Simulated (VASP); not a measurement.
Wanted: the native input for a VASP 6.6.1 run.

- Task: single point
- Functional: PBE
- Potentials or basis: VASP PAW PBE potentials, release 64 (Mo_sv)
- Cutoff: 520 eV
- k mesh: 22 × 22 × 22
- Occupations: gaussian, width 0.15 eV
- Spin: no spin polarisation
- Dipole correction: no
- Further INCAR settings: ALGO = Fast; EDIFF = 1e-06; NBANDS = 13

The structure of Mo lies in POSCAR:

```
Mo
1.0
   -0.9611293407      1.6759550037      1.6759550037
    1.6759550037     -0.9611293407      1.6759550037
    1.6759550037      1.6759550037     -0.9611293407
Mo
1
Direct
    0.0000000000      0.0000000000      0.0000000000
```

One way to write it, as run:

INCAR

```
PREC = Accurate
ENCUT = 520
EDIFF = 1E-6
ISMEAR = 0
SIGMA = 0.15
LREAL = F
LASPH = T
NELM = 100
ALGO = Fast
ISIF = 2
LWAVE = F
LCHARG = T
GGA = PE
LELF = T
LVHAR = T
NBANDS = 13
```

KPOINTS

```
regular mesh
0
Gamma
  22 22 22
```

Potentials or basis: VASP PAW PBE potentials, release 64 (Mo_sv).

Run with:

```bash
$ cat potpaw_PBE.64/Mo_sv/POTCAR > POTCAR
$ mpirun -np 1 vasp_std > vasp.out
```

It gave:

```yaml
Pressure: 11.1 GPa
Band_gap_on_the_k_mesh: zero (band 7 reaches 13.01 eV, above the bottom of band 8 at 10.37 eV)
```

Wall time 2.4 min on 1 thread of Intel(R) Xeon(R) Platinum 8259CL CPU @ 2.50GHz (Skylake/Cascade Lake), with other jobs on the host, peak memory 0.3 GiB.
